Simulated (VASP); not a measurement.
Set up this calculation in VASP 6.6.1, as the native input.

```
Task                   : single point
Functional             : PBEsol
Potentials or basis    : VASP PAW PBE potentials, release 64 (Zn, Se)
Cutoff                 : 520 eV
k mesh                 : 8 × 8 × 8
Occupations            : gaussian, width 0.05 eV
Spin                   : no spin polarisation
Dipole correction      : no
Further INCAR settings : ALGO = Normal; EDIFF = 1e-07; NBANDS = 16
```

The structure of ZnSe lies in POSCAR:

```
ZnSe
1.0
    0.0000000000      2.8166002560      2.8166002560
    2.8166002560      0.0000000000      2.8166002560
    2.8166002560      2.8166002560      0.0000000000
Zn Se
1 1
Direct
    0.0000000000      0.0000000000      0.0000000000
    0.7500000000      0.7500000000      0.7500000000
```

The input as run:

INCAR

```
ALGO = Normal
EDIFF = 1E-7
ENCUT = 520
GGA = PS
ISIF = 2
ISMEAR = 0
LASPH = T
LCHARG = F
LREAL = F
LWAVE = F
NBANDS = 16
NELM = 100
PREC = Accurate
SIGMA = 0.05
```

KPOINTS

```
k-points
0
Gamma
  8 8 8
```

Potentials or basis: VASP PAW PBE potentials, release 64 (Zn, Se).

The run is started by

```console
$ cat potpaw_PBE.64/Zn/POTCAR potpaw_PBE.64/Se/POTCAR > POTCAR
$ mpirun -np 1 vasp_std > vasp.out
```

It gave:

The pressure is 0.3 GPa. The band gap on the k mesh is 1.24 eV, direct.

Caveat: the PAW data sets were made with another functional, which shifts forces and pressure a little.

Run time: 51 s on 1 thread of AMD EPYC 7R13, on a shared host, peak memory 0.15 GiB.
